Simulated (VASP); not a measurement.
# MgC8: single point with PBE

The system is MgC8.

```
CELL_PARAMETERS angstrom
6.32849 0.00000 0.00000
-3.16424 5.48063 0.00000
0.00000 0.00000 6.23737
ATOMIC_POSITIONS crystal
Mg 0.00000 0.00000 0.50000
C 0.60368 0.00000 0.50000
C 0.00000 0.60368 0.50000
C 0.39632 0.39632 0.50000
C 0.39632 0.00000 0.50000
C 0.00000 0.39632 0.50000
C 0.60368 0.60368 0.50000
C 0.33333 0.66667 0.50000
C 0.66667 0.33333 0.50000
```

```
Program                : VASP 6.6.1
Task                   : single point
Functional             : PBE
Potentials or basis    : VASP PAW PBE potentials, release 64 (Mg, C)
Cutoff                 : 520 eV
k mesh                 : 9 × 9 × 6
Occupations            : gaussian, width 0.1 eV
Spin                   : no spin polarisation
Dipole correction      : no
Further INCAR settings : ALGO = Normal; EDIFF = 1e-06; NBANDS = 27
```

```yaml
Pressure: 0.1 GPa
Largest_force: 0.107 eV/Å
Band_gap_on_the_k_mesh: zero (band 17 reaches -0.86 eV, above the bottom of band 18 at -0.91 eV)
```

Forces on the atoms (eV/Å):
```
Mg   0.000  0.000  0.000
C    0.107  0.000  0.000
C   -0.053  0.093  0.000
C   -0.053 -0.093  0.000
C   -0.107  0.000  0.000
C    0.053 -0.093  0.000
C    0.053  0.093  0.000
C    0.000  0.000  0.000
C    0.000  0.000  0.000
```

Stress tensor (GPa, compression positive):
```
0.12 0.00 0.00
0.00 0.12 0.00
0.00 0.00 0.01
```

Levels at points of the mesh, in eV from the Fermi level:
| k point | band 14 | band 15 | band 16 | band 17 | band 18 | band 19 | band 20 | band 21 |
| --- | --- | --- | --- | --- | --- | --- | --- | --- |
| (0.00, 0.00, 0.00) | -2.47 | -2.45 | -2.45 | -0.86 | 0.90 | 0.90 | 2.15 | 2.77 |
| (0.00, 0.00, 0.50) | -2.48 | -2.45 | -2.45 | -0.89 | 0.91 | 0.91 | 2.07 | 2.67 |

Wall time 5.2 min on 1 thread of Intel(R) Xeon(R) Platinum 8259CL CPU @ 2.50GHz (Skylake/Cascade Lake), on a shared host, peak memory 0.45 GiB.
